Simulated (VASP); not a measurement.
A run of VASP 6.6.1:

INCAR

```
ALGO = Normal
EDIFF = 1E-6
ENCUT = 520
GGA = PE
ISIF = 2
ISMEAR = -1
ISPIN = 2
LASPH = T
LCHARG = F
LMAXMIX = 4
LORBIT = 11
LREAL = F
LWAVE = F
MAGMOM = 2 0
NBANDS = 18
NELM = 150
PREC = Accurate
SIGMA = 0.05
```

File KPOINTS:

```
k-points
0
Gamma
  15 15 15
```

Contents of POSCAR:

```
CoO
1.0
    0.0000000000      2.1456163054      2.1456163054
    2.1456163054      0.0000000000      2.1456163054
    2.1456163054      2.1456163054      0.0000000000
Co O
1 1
Direct
    0.0000000000      0.0000000000      0.0000000000
    0.5000000000      0.5000000000      0.5000000000
```

Potentials or basis: VASP PAW PBE potentials, release 64 (Co, O).

Run with:

```sh
$ cat potpaw_PBE.64/Co/POTCAR potpaw_PBE.64/O/POTCAR > POTCAR
$ mpirun -np 1 vasp_std > vasp.out
```

Hardware: 1 thread of Intel Xeon 6975P-C (shared host).

Task: Estimate the wall time of this run.

Result: It took 68 s on 1 thread of Intel Xeon 6975P-C, with other jobs on the host, peak memory 0.2 GiB. Counts: scf iterations 16, k points 120.
